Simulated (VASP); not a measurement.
Set up this calculation in VASP 6.6.1, as the native input.

- Task: single point
- Functional: LDA
- Potentials or basis: VASP PAW LDA potentials, release 64 (Li_sv, Cl, O)
- Cutoff: 520 eV
- k mesh: 6 × 6 × 6
- Occupations: gaussian, width 0.05 eV
- Spin: no spin polarisation
- Dipole correction: no
- Further INCAR settings: ALGO = Normal; EDIFF = 1e-07; NBANDS = 19

The structure of Li3ClO lies in POSCAR:

```
Li3ClO
1.0
    4.3871808037      0.0000000000      0.0000000000
    0.0000000000      4.3871808037      0.0000000000
    0.0000000000      0.0000000000      3.1017368282
Li Cl O
3 1 1
Direct
    0.0000000000      0.5000000000      0.5000000000
    0.5000000000      0.0000000000      0.5000000000
    0.5000000000      0.5000000000      0.0000000000
    0.0000000000      0.0000000000      0.0000000000
    0.5000000000      0.5000000000      0.5000000000
```

This cell differs from its parent crystal: ratio of the length along z to the lengths across it x 0.707, volume and fractional coordinates fixed.

These files were run (other wordings do the same):

INCAR

```
PREC     = Accurate       # precision mode
ENCUT    = 520            # plane-wave cutoff, eV
EDIFF    = 1E-7           # SCF threshold, eV
ISMEAR   = 0              # smearing method
SIGMA    = 0.05           # smearing width, eV
LREAL    = False          # projectors in reciprocal space
LASPH    = True           # aspherical terms in the spheres
NELM     = 60             # most SCF steps
ALGO     = Normal         # electronic algorithm
ISIF     = 2              # what is computed and relaxed
LWAVE    = False          # write WAVECAR
LCHARG   = False          # write CHGCAR
NBANDS   = 19             # bands
```

KPOINTS

```
Automatic mesh
0
Gamma
  6 6 6
```

Potentials or basis: VASP PAW LDA potentials, release 64 (Li_sv, Cl, O).

Launch:

```bash
$ cat potpaw_LDA.64/Li_sv/POTCAR potpaw_LDA.64/Cl/POTCAR potpaw_LDA.64/O/POTCAR > POTCAR
$ mpirun -np 1 vasp_std > vasp.out
```

Results of the run:

The band gap on the k mesh is 3.63 eV (least direct gap 3.68 eV).

It took 29 s on 1 thread of Intel(R) Xeon(R) Platinum 8488C (Sapphire Rapids) (shared host), peak memory 0.17 GiB.
